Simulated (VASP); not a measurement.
## CaS (Oldhamite): single point with PBEsol

The system is CaS (Oldhamite).

```
CELL_PARAMETERS angstrom
2.73054 2.73054 0.00000
-2.73054 2.73054 0.00000
0.00000 2.73054 2.73054
ATOMIC_POSITIONS crystal
Ca 0.00000 0.00000 0.00000
S 0.50000 0.50000 0.00000
```

```json
{"Program": "VASP 6.6.1", "Task": "single point", "Functional": "PBEsol", "Potentials or basis": "VASP PAW PBE potentials, release 64 (Ca_sv, S)", "Cutoff": "500 eV", "k mesh": "8 × 8 × 8", "Occupations": "gaussian, width 0.01 eV", "Spin": "no spin polarisation", "Dipole correction": "no", "Further INCAR settings": "ALGO = Normal; EDIFF = 1e-06; NBANDS = 15"}
```

```json
{"Pressure": "7.2 GPa", "Band gap on the k mesh": "1.88 eV, indirect (least direct gap 2.79 eV)"}
```

Levels at points of the mesh, in eV from the valence-band top:
| k point | band 4 | band 5 | band 6 | band 7 | band 8 | band 9 | band 10 | band 11 | band 12 | band 13 |
| --- | --- | --- | --- | --- | --- | --- | --- | --- | --- | --- |
| (0.00, 0.00, 0.00) | -19.67 | -11.78 | 0.00 | 0.00 | 0.00 | 4.00 | 4.00 | 4.00 | 4.75 | 4.75 |
| (0.50, 0.00, 0.00) | -19.70 | -10.63 | -3.64 | -1.47 | -1.47 | 5.29 | 6.42 | 6.53 | 6.53 | 9.00 |
| (0.50, 0.50, 0.00) | -19.76 | -11.00 | -2.58 | -0.91 | -0.91 | 1.88 | 5.78 | 6.51 | 7.26 | 7.26 |

It used 21 s of CPU time on 1 thread of AMD EPYC 7R13 Processor (Zen 3), on a shared host.

Caveat: the PAW data sets were made with another functional, which shifts forces and pressure a little. Expect the measured gap to be larger: semilocal functionals such as PBEsol lack the derivative discontinuity.
